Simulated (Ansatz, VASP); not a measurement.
One calculation of MoS2, two programs

Contents of INCAR:

```
SYSTEM = MoS2
PREC     = Accurate       ! precision mode
ENCUT    = 520            ! plane-wave cutoff, eV
EDIFF    = 1E-6           ! SCF threshold, eV
ISMEAR   = -1             ! smearing method
SIGMA    = 0.05           ! smearing width, eV
LREAL    = .FALSE.        ! projectors in reciprocal space
LASPH    = .TRUE.         ! aspherical terms in the spheres
NELM     = 100            ! most SCF steps
ALGO     = Normal         ! electronic algorithm
ISIF     = 2              ! what is computed and relaxed
LWAVE    = .FALSE.        ! write WAVECAR
LCHARG   = .TRUE.         ! write CHGCAR
GGA      = PE             ! functional
LELF     = .TRUE.         ! ELF
LVHAR    = .TRUE.       
NBANDS   = 20             ! bands
```

The input KPOINTS:

```
Automatic mesh
0
G
  13 13 13
  0 0 0
```

The input POSCAR:

```
MoS2
1.0
    1.5815003568      0.9130796567      6.2457966000
   -1.5815003568      0.9130796567      6.2457966000
    0.0000000000     -1.8261593134      6.2457966000
Mo S
1 2
Direct
    0.0000000000      0.0000000000      0.0000000000
    0.7484000000      0.7484000000      0.7484000000
    0.5849000000      0.5849000000      0.5849000000
```

Input for Ansatz:

```yaml
crystal:
  lattice:
    - [1.5815003568, 0.9130796567, 6.2457966]
    - [-1.5815003568, 0.9130796567, 6.2457966]
    - [0.0, -1.8261593134, 6.2457966]
  atoms:
    - { symbol: Mo, position: [0.0, 0.0, 0.0] }
    - { symbol: S, position: [0.7484, 0.7484, 0.7484] }
    - { symbol: S, position: [0.5849, 0.5849, 0.5849] }
kpoints:
  mp_grid: { grid: [13, 13, 13] }
  band_path:
    path:
      - [0.0, 0.0, 0.0]
      - [0.5, 0.5, 0.5]
      - [0.8190854483, 0.1809145517, 0.5]
      - [0.5, -0.1809145517, 0.1809145517]
      - [0.5, 0.0, 0.0]
      - [0.0, 0.0, 0.0]
      - [0.3404572758, -0.3404572758, 0.0]
      - [0.6595427242, 0.0, 0.3404572758]
      - [0.5, 0.0, 0.5]
    npoints: 5
scf:
  occupations: { method: fermi_dirac, width: 0.05 }
hamiltonian:
  xc: pbe
  pseudopotentials: { kind: all_electron, lapw: { basis_error: 0.0005 } }
output:
  forces: true
  stress: true
  eigenvalues: true
```

Change from the starting cell: zz strain of +2 %.

Alike in both runs: task single point; functional PBE; k mesh 13 × 13 × 13; occupations fermi-dirac, width 0.05 eV; no spin polarisation.

|  | VASP | Ansatz |
| --- | --- | --- |
| version | VASP 6.6.1 | Ansatz 0.2.0 |
| potentials or method | VASP PAW PBE potentials, release 64 (Mo_sv, S), cutoff 520 eV | all-electron LAPW, scalar-relativistic |

```tsv
	VASP	Ansatz	Ansatz less VASP
pressure (GPa)	5.6	5.7	+0.16
traceless stress, the component that is largest in VASP (GPa)	2.13	2.17	+0.043
rms of the force components (eV/Å)	0.307	0.315	+0.0080
```

Atom by atom the forces differ by 0.008 eV/Å (rms over components). Ansatz ran all-electron here, and VASP with PAW potentials.
